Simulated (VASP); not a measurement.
Cu:

```
Cu
1.0
    -1.44279    1.44279    1.37608
     1.44279   -1.44279    1.37608
     1.44279    1.44279   -1.37608
Cu
1
Direct
  0.00000 0.00000 0.00000
```

* Program: VASP 6.6.1
* Task: relaxation of cell and atoms
* Functional: BLYP
* Dispersion: D3(BJ)
* Potentials or basis: VASP PAW PBE potentials, release 64 (Cu)
* Cutoff: 600 eV
* k mesh: 15 × 15 × 15
* Occupations: fermi-dirac, width 0.05 eV
* Spin: no spin polarisation

At the start: pressure -3.4 GPa; volume 11.46 Å³/atom.

Q: How do energy, volume and symmetry change on relaxing?

A: Over 7 steps the energy falls by 3.2 meV/atom and the volume is 11.23 Å³/atom (-2.0 %); space group I4/mmm (No. 139, to 0.05 Å).

The path:
```csv
step,energy change (eV),largest force (eV/Å),pressure (GPa),volume (Å³)
1,0.0000,0.0000,-3.36,11.46
2,-0.0018,0.0000,2.28,11.06
3,-0.0028,0.0000,0.07,11.21
4,-0.0028,0.0000,0.01,11.21
5,-0.0029,0.0000,-0.01,11.21
6,-0.0031,0.0000,-0.03,11.22
7,-0.0032,0.0000,-0.01,11.23
```

Final structure:
```
Cu
1.0
    -1.44672    1.44672    1.34089
     1.44672   -1.44672    1.34089
     1.44672    1.44672   -1.34089
Cu
1
Direct
  0.00000 0.00000 0.00000
```

Caveat: the PAW data sets were made with another functional, which shifts forces and pressure a little; pairwise dispersion overbinds metals, which lowers pressure and volume.
